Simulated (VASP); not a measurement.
**SiC (NiAs type): single point with PBE**

Crystal: SiC (NiAs type).

```
CELL_PARAMETERS angstrom
2.87133 0.00000 0.00000
-1.43567 2.48665 0.00000
0.00000 0.00000 4.76109
ATOMIC_POSITIONS crystal
Si 0.00000 0.00000 0.00000
Si 0.00000 0.00000 0.50000
C 0.33333 0.66667 0.25000
C 0.66667 0.33333 0.75000
```

```yaml
Program: VASP 6.6.1
Task: single point
Functional: PBE
Potentials_or_basis: VASP PAW PBE potentials, release 64 (Si, C)
Cutoff: 520 eV
k_mesh: 12 × 12 × 7
Occupations: fermi-dirac, width 0.08 eV
Spin: no spin polarisation
```

* Pressure: -0.1 GPa
* Band gap on the k mesh: zero (bands 8 and 9 overlap by 1.54 eV)

Stress tensor (GPa, compression positive):
```
-0.02  0.00  0.00
 0.00 -0.02  0.00
 0.00  0.00 -0.29
```

Levels at points of the mesh, in eV from the Fermi level:
```
           k point  band 4  band 5  band 6  band 7  band 8  band 9  band 10  band 11  band 12  band 13
(0.00, 0.00, 0.00)   -0.63   -0.63   -0.13   -0.13    0.18    5.48     5.79     7.44     8.18     8.18
(0.50, 0.00, 0.00)   -8.02   -6.67   -5.05   -3.86   -0.79    2.16     3.08     5.49     5.74     9.61
```

Wall time 47 s on 1 thread of Intel Xeon 8259CL (shared host), peak memory 0.17 GiB.
